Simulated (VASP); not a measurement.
A run of VASP 6.6.1 is set up as follows.

INCAR

```
SYSTEM = CsP2W2
  ALGO = Normal
  EDIFF = 1E-6
  ENCUT = 520
  GGA = PE
  ISIF = 2
  ISMEAR = 0
  LASPH = .True.
  LCHARG = .False.
  LREAL = .False.
  LWAVE = .False.
  NBANDS = 32
  NELM = 100
  PREC = Accurate
  SIGMA = 0.1
```

Contents of KPOINTS:

```
k-points
0
Gamma
  6 6 6
  0 0 0
```

The input POSCAR:

```
CsP2W2
1.0
   -2.2850132500      2.2850132500      5.6619051200
    2.2850132500     -2.2850132500      5.6619051200
    2.2850132500      2.2850132500     -5.6619051200
Cs P W
1 2 2
Direct
    0.0000000000      0.0000000000      0.0000000000
    0.7500000000      0.2500000000      0.5000000000
    0.2500000000      0.7500000000      0.5000000000
    0.3750000000      0.3750000000      0.0000000000
    0.6250000000      0.6250000000      0.0000000000
```

Potentials or basis: VASP PAW PBE potentials, release 64 (Cs_sv, P, W_sv).

Command:

```sh
$ cat potpaw_PBE.64/Cs_sv/POTCAR potpaw_PBE.64/P/POTCAR potpaw_PBE.64/W_sv/POTCAR > POTCAR
$ mpirun -np 1 vasp_std > vasp.out
```

**Question.** Estimate the largest force.

**Answer.** 1.449 eV/Å.

**Question.** Estimate the band gap on the k mesh.

**Answer.** Zero (an odd number of electrons rules out a gap without spin polarisation).

**Question.** What does it give for the pressure?

**Answer.** -11.9 GPa.

Forces in eV/Å, atoms in the order of the input:
```
Cs   0.000  0.000  0.000
P    0.000  0.000  0.000
P    0.000  0.000  0.000
W    0.000  0.000 -1.449
W    0.000  0.000  1.449
```

Caveat: the stress differs along the axes, from -21 to -7 GPa; spin-orbit coupling is left out, which moves the levels of the heavy elements; forces of over 1 eV/Å act on the atoms, so gaps and moduli don't describe the material at rest.
